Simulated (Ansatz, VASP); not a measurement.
## Sr: VASP beside Ansatz

```
Sr
1.0
     0.00000    3.12809    2.87785
     3.12809    0.00000    2.87785
     3.12809    3.12809    0.00000
Sr
1
Direct
  0.00000 0.00000 0.00000
```

Alike in both runs: task single point; functional PBEsol; k mesh 10 × 10 × 10; occupations gaussian, width 0.03 eV; no spin polarisation.

|  | VASP | Ansatz |
| --- | --- | --- |
| version | VASP 6.6.1 | Ansatz 0.2.0 |
| potentials or method | VASP PAW PBE potentials, release 64 (Sr_sv), cutoff 520 eV | scalar-relativistic, plane waves, PAW |
| valence electrons in the cell | 10 | 10 |

|  | VASP | Ansatz | Ansatz less VASP |
| --- | --- | --- | --- |
| gap on the k mesh at the Fermi level (eV) | none | none | - |
| pressure (GPa) | -0.9 | -0.9 | 0.00 |

VASP's potentials were made for PBE, not for PBEsol. A gap of «none» marks a metal or a gap that the smearing closes.
